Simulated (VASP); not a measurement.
Input of a VASP 6.6.1 run:

The input INCAR:

```
SYSTEM = Ba3SbP
PREC = Accurate
ENCUT = 520
EDIFF = 1E-6
ISMEAR = 0
SIGMA = 0.01
LREAL = .False.
LASPH = .True.
NELM = 80
ALGO = Normal
ISIF = 2
LWAVE = .False.
LCHARG = .False.
GGA = PS
NBANDS = 28
```

File KPOINTS:

```
Automatic mesh
0
Gamma
  2 2 2
  0 0 0
```

The input POSCAR:

```
Ba3SbP
1.0
    6.1414517659     -0.0564637939     -0.0213955408
   -0.0564637939      6.0551984878      0.0686941100
   -0.0213955408      0.0686941100      6.0196694694
Ba Sb P
3 1 1
Direct
    0.9956900000      0.5025800000      0.4937000000
    0.5029600000      0.9957200000      0.5031200000
    0.4998000000      0.4980700000      0.0023200000
    0.0021300000      0.9998100000      0.9956200000
    0.4995700000      0.5018200000      0.4924200000
```

Potentials or basis: VASP PAW PBE potentials, release 64 (Ba_sv, Sb, P).

Command:

```sh
$ cat potpaw_PBE.64/Ba_sv/POTCAR potpaw_PBE.64/Sb/POTCAR potpaw_PBE.64/P/POTCAR > POTCAR
$ mpirun -np 1 vasp_std > vasp.out
```

**Question.** What does it give for the band gap on the k mesh?

**Answer.** 0.10 eV.

**Question.** Predict the largest force.

**Answer.** 0.295 eV/Å.

**Question.** Predict the pressure.

**Answer.** 0.1 GPa.

Forces on the atoms (eV/Å):
```
Ba   0.138 -0.025  0.090
Ba  -0.022  0.122  0.268
Ba  -0.073 -0.121 -0.171
Sb   0.008  0.022 -0.110
P   -0.051  0.002 -0.075
```

Caveat: the k points lie up to 0.52 Å⁻¹ apart; semilocal functionals underestimate gaps, and a narrow one can read as zero; the PAW data sets were made with another functional, which shifts forces and pressure a little; spin-orbit coupling is left out, which moves the levels of the heavy elements.
